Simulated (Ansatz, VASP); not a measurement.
# FeSi in VASP and in Ansatz

```
CELL_PARAMETERS angstrom
0.00000 2.27500 2.27500
2.27500 0.00000 2.27500
2.27500 2.27500 0.00000
ATOMIC_POSITIONS crystal
Fe 0.00000 0.00000 0.00000
Si 0.50000 0.50000 0.50000
```

Alike in both runs: task single point; functional PBE; k mesh 6 × 6 × 6; collinear spin.

|  | VASP | Ansatz |
| --- | --- | --- |
| version | VASP 6.6.1 | Ansatz 0.2 development build |
| potentials or method | VASP PAW PBE potentials, release 64 (Fe, Si) | PAW hard accurate, scalar-relativistic |
| plane-wave cutoff (eV) | 600 | 950 |
| occupations | fermi-dirac, width 0.1 eV | fermi-dirac |

|  | VASP | Ansatz | Ansatz less VASP |
| --- | --- | --- | --- |
| net moment per atom (μB) | 0.45 | 0.47 | +0.024 |
| size of the moment on the site where the two differ most (μB) | 0.94 | 0.95 | +0.008 |

Site moments also hang on the region over which each program counts them. Ansatz's warnings: negative dielectric reading.

The k mesh is coarse, so the values compare programs but aren't converged.
